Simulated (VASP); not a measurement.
Input of a VASP 6.6.1 run:

Contents of INCAR:

```
SYSTEM = BeCdTeSe
PREC     = Accurate       ! precision mode
ENCUT    = 600            ! plane-wave cutoff, eV
EDIFF    = 1E-7           ! SCF threshold, eV
ISMEAR   = 0              ! smearing method
SIGMA    = 0.1            ! smearing width, eV
LREAL    = .FALSE.        ! projectors in reciprocal space
LASPH    = .TRUE.         ! aspherical terms in the spheres
NELM     = 60             ! most SCF steps
ALGO     = Normal         ! electronic algorithm
ISIF     = 3              ! what is computed and relaxed
LWAVE    = .FALSE.        ! write WAVECAR
LCHARG   = .FALSE.        ! write CHGCAR
GGA      = PE             ! functional
IBRION   = 2              ! ionic algorithm
NSW      = 100            ! ionic steps
EDIFFG   = -0.01          ! ionic threshold
```

File KPOINTS:

```
regular mesh
0
G
  12 12 8
  0 0 0
```

The input POSCAR:

```
BeCdTeSe
1.0
    4.0240064786      0.0000000000      0.0000000000
    0.0000000000      4.0240064786      0.0000000000
    0.0000000000      0.0000000000      5.7716167167
Be Cd Te Se
1 1 1 1
Direct
    0.0000000000      0.0000000000      0.5000000000
    0.5000000000      0.5000000000      0.5000000000
    0.0000000000      0.0000000000      0.0000000000
    0.5000000000      0.5000000000      0.0000000000
```

Potentials or basis: VASP PAW PBE potentials, release 64 (Be, Cd, Te, Se).

Launch:

```console
$ cat potpaw_PBE.64/Be/POTCAR potpaw_PBE.64/Cd/POTCAR potpaw_PBE.64/Te/POTCAR potpaw_PBE.64/Se/POTCAR > POTCAR
$ mpirun -np 1 vasp_std > vasp.out
```

(1) Predict the relaxed cell.

(2) What does it give for the relaxed volume?

(3) What does it give for the space group after relaxing (to 0.05 Å)?

Answers

(1) a = 4.023 Å, b = 4.023 Å, c = 5.709 Å, α = 90.00°, β = 90.00°, γ = 90.00°.

(2) 23.10 Å³/atom.

(3) P4/mmm (No. 123).
